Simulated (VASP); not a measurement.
# MnO2: single point with LDA

Crystal: MnO2.

```
Mn O
1.0
     2.85658    0.00000    0.00000
    -1.42829    2.47387    0.00000
     0.00000    0.00000    4.60137
Mn O
1 2
Direct
  0.00000 0.00000 0.50000
  0.33333 0.66667 0.70629
  0.66667 0.33333 0.29371
```

- Program: VASP 6.6.1
- Task: single point
- Functional: LDA
- Potentials or basis: VASP PAW LDA potentials, release 64 (Mn_pv, O)
- Cutoff: 520 eV
- k mesh: 11 × 11 × 6
- Occupations: fermi-dirac, width 0.05 eV
- Spin: collinear spin, ferromagnetic start
- Starting moments: [4.0, 0.0, 0.0] μB

```json
{
  "Pressure": "-7.8 GPa",
  "Largest force": "0.456 eV/Å",
  "Band gap on the k mesh": "0.31 eV (least direct gap 0.35 eV)",
  "Net moment": "3.00 μB per cell",
  "Site moments": "Mn +2.78; O +0.06 μB",
  "Valence electrons inside the program's atomic spheres": "Mn 11.78; O 4.96"
}
```

Forces in eV/Å, atoms in the order of the input:
```
Mn   0.000  0.000  0.000
O    0.000  0.000 -0.456
O    0.000  0.000  0.456
```

Stress tensor (GPa, compression positive):
```
-8.92  0.00  0.00
 0.00 -8.92  0.00
 0.00  0.00 -5.67
```

Levels at points of the mesh, in eV from the valence-band top:
Spin up:
| k point | band 12 | band 13 | band 14 | band 15 | band 16 | band 17 |
| --- | --- | --- | --- | --- | --- | --- |
| (0.00, 0.00, 0.00) | -1.66 | -1.41 | -0.36 | 2.64 | 2.64 | 6.76 |
| (0.00, 0.00, 0.50) | -1.71 | -1.71 | -0.04 | 2.69 | 2.69 | 8.77 |
Spin down:
```
           k point  band 9  band 10  band 11  band 12  band 13  band 14
(0.00, 0.00, 0.00)   -1.52    -1.52    -1.20     0.32     0.32     1.97
(0.00, 0.00, 0.50)   -2.61    -1.56    -1.56     0.31     0.31     2.12
```

Run time: 68 s on 1 thread of Intel(R) Xeon(R) 6975P-C (Granite Rapids) (shared host), peak memory 0.2 GiB.

Caveat: the cell stands under tension; an odd mesh through Γ misses points on the zone boundary, where band edges can lie; a cell with one magnetic atom can't hold antiferromagnetic order, which such compounds often take.
